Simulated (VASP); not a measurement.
Write the native input for VASP 6.6.1 that does the following.

* Task: single point
* Functional: r2SCAN
* Potentials or basis: VASP PAW PBE potentials, release 64 (Nb_sv, As)
* Cutoff: 520 eV
* k mesh: 12 × 12 × 12
* Occupations: gaussian, width 0.1 eV
* Spin: collinear spin
* Starting moments: [0.6, -0.04] μB
* Fixed moment: 0.75 μB
* Dipole correction: no
* Further INCAR settings: ALGO = Normal; EDIFF = 1e-07; NBANDS = 20

Crystal: NbAs.

```
Nb As
1.0
     0.00000    2.92602    2.92602
     2.92602    0.00000    2.92602
     2.92602    2.92602    0.00000
Nb As
1 1
Cartesian
  0.0000 0.0000 0.0000
  1.4630 1.4630 1.4630
```

These files were run (other wordings do the same):

POSCAR

```
NbAs
1.0
    0.0000000000      2.9260236880      2.9260236880
    2.9260236880      0.0000000000      2.9260236880
    2.9260236880      2.9260236880      0.0000000000
Nb As
1 1
Direct
    0.0000000000      0.0000000000      0.0000000000
    0.2500000000      0.2500000000      0.2500000000
```

INCAR.step1

```
SYSTEM = NbAs
PREC     = Accurate       ! precision mode
ENCUT    = 520            ! plane-wave cutoff, eV
ISMEAR   = 0              ! smearing method
SIGMA    = 0.1            ! smearing width, eV
LREAL    = .FALSE.        ! projectors in reciprocal space
LASPH    = .TRUE.         ! aspherical terms in the spheres
NELM     = 150            ! most SCF steps
ISPIN    = 2              ! spin polarisation
MAGMOM   = 0.6 -0.04      ! initial moments
NUPDOWN  = 0.75           ! fixed moment
LMAXMIX  = 4              ! l up to which the mixer works
NBANDS   = 20             ! bands
GGA      = PE             ! functional
ALGO     = Normal         ! electronic algorithm
EDIFF    = 1E-4           ! SCF threshold, eV
LWAVE    = .TRUE.         ! write WAVECAR
LCHARG   = .FALSE.        ! write CHGCAR
```

INCAR.step2

```
SYSTEM = NbAs
PREC     = Accurate       ! precision mode
ENCUT    = 520            ! plane-wave cutoff, eV
EDIFF    = 1E-7           ! SCF threshold, eV
ISMEAR   = 0              ! smearing method
SIGMA    = 0.1            ! smearing width, eV
LREAL    = .FALSE.        ! projectors in reciprocal space
LASPH    = .TRUE.         ! aspherical terms in the spheres
NELM     = 150            ! most SCF steps
ALGO     = Normal         ! electronic algorithm
ISIF     = 2              ! what is computed and relaxed
LWAVE    = .FALSE.        ! write WAVECAR
LCHARG   = .FALSE.        ! write CHGCAR
ISPIN    = 2              ! spin polarisation
MAGMOM   = 0.6 -0.04      ! initial moments
LORBIT   = 11             ! projections on sites
NUPDOWN  = 0.75           ! fixed moment
LMAXMIX  = 4              ! l up to which the mixer works
METAGGA  = R2SCAN         ! meta-GGA
LMIXTAU  = .TRUE.       
NBANDS   = 20             ! bands
ISTART   = 1
```

KPOINTS

```
Automatic mesh
0
G
  12 12 12
  0 0 0
```

Potentials or basis: VASP PAW PBE potentials, release 64 (Nb_sv, As).

The run is started by

```sh
$ cat potpaw_PBE.64/Nb_sv/POTCAR potpaw_PBE.64/As/POTCAR > POTCAR
$ cp INCAR.step1 INCAR
$ mpirun -np 1 vasp_std > vasp.out
$ cp INCAR.step2 INCAR
$ mpirun -np 1 vasp_std > vasp.out
```

Results of the run:

```
Pressure                                              : -2.2 GPa
Net moment                                            : 0.75 μB per cell
Site moments                                          : Nb +0.64; As -0.04 μB
Valence electrons inside the program's atomic spheres : Nb 10.59; As 2.97
```

Caveat: the PAW data sets were made with another functional, which shifts forces and pressure a little; the total moment is fixed, so each spin has its own Fermi level and the state may be an excited one.

It took 10 min on 1 thread of Intel Xeon 8259CL, with other jobs on the host, peak memory 0.29 GiB.
